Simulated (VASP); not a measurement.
Write the native input for VASP 6.6.1 that does the following.

| Item | Value |
| --- | --- |
| Task | single point |
| Functional | r2SCAN |
| Potentials or basis | VASP PAW PBE potentials, release 64 (Ni, O) |
| Cutoff | 660 eV |
| k mesh | 2 × 2 × 2 |
| Occupations | fermi-dirac, width 0.1 eV |
| Spin | no spin polarisation |
| Dipole correction | no |
| Further INCAR settings | ALGO = Normal; EDIFF = 1e-06; NBANDS = 15 |

Crystal: NiO.

```
CELL_PARAMETERS angstrom
0.00000 2.08500 2.08500
2.08500 0.00000 2.08500
2.08500 2.08500 0.00000
ATOMIC_POSITIONS crystal
Ni 0.00000 0.00000 0.00000
O 0.50000 0.50000 0.50000
```

These files were run (other wordings do the same):

POSCAR

```
NiO
1.0
    0.0000000000      2.0850000000      2.0850000000
    2.0850000000      0.0000000000      2.0850000000
    2.0850000000      2.0850000000      0.0000000000
Ni O
1 1
Direct
    0.0000000000      0.0000000000      0.0000000000
    0.5000000000      0.5000000000      0.5000000000
```

INCAR.step1

```
SYSTEM = NiO
  PREC = Accurate
  ENCUT = 660
  ISMEAR = -1
  SIGMA = 0.1
  LREAL = .FALSE.
  LASPH = .TRUE.
  NELM = 120
  NBANDS = 15
  GGA = PE
  ALGO = Normal
  EDIFF = 1E-5
  LWAVE = .TRUE.
  LCHARG = .FALSE.
  GGA_COMPAT = .FALSE.
```

INCAR.step2

```
SYSTEM = NiO
  PREC = Accurate
  ENCUT = 660
  EDIFF = 1E-6
  ISMEAR = -1
  SIGMA = 0.1
  LREAL = .FALSE.
  LASPH = .TRUE.
  NELM = 120
  ALGO = Normal
  ISIF = 2
  LWAVE = .FALSE.
  LCHARG = .FALSE.
  METAGGA = R2SCAN
  LMIXTAU = .TRUE.
  NBANDS = 15
  ISTART = 1
  GGA_COMPAT = .FALSE.
```

KPOINTS

```
regular mesh
0
G
  2 2 2
  0 0 0
```

Potentials or basis: VASP PAW PBE potentials, release 64 (Ni, O).

Launch:

```sh
$ cat potpaw_PBE.64/Ni/POTCAR potpaw_PBE.64/O/POTCAR > POTCAR
$ cp INCAR.step1 INCAR
$ mpirun -np 1 vasp_std > vasp.out
$ cp INCAR.step2 INCAR
$ mpirun -np 1 vasp_std > vasp.out
```

It gave:

* Pressure: -16.2 GPa
* Band gap on the k mesh: zero (band 8 reaches 9.46 eV, above the bottom of band 9 at 6.70 eV)

Caveat: the k points lie up to 1.30 Å⁻¹ apart; the PAW data sets were made with another functional, which shifts forces and pressure a little; the run has no spin polarisation, though such a crystal can be magnetic; semilocal functionals often make such compounds metallic where correlation or magnetic order opens a gap, which also shifts bond lengths.

Wall time 33 s on 1 thread of Intel(R) Xeon(R) Platinum 8259CL CPU @ 2.50GHz (Skylake/Cascade Lake), with other jobs on the host, peak memory 0.15 GiB.
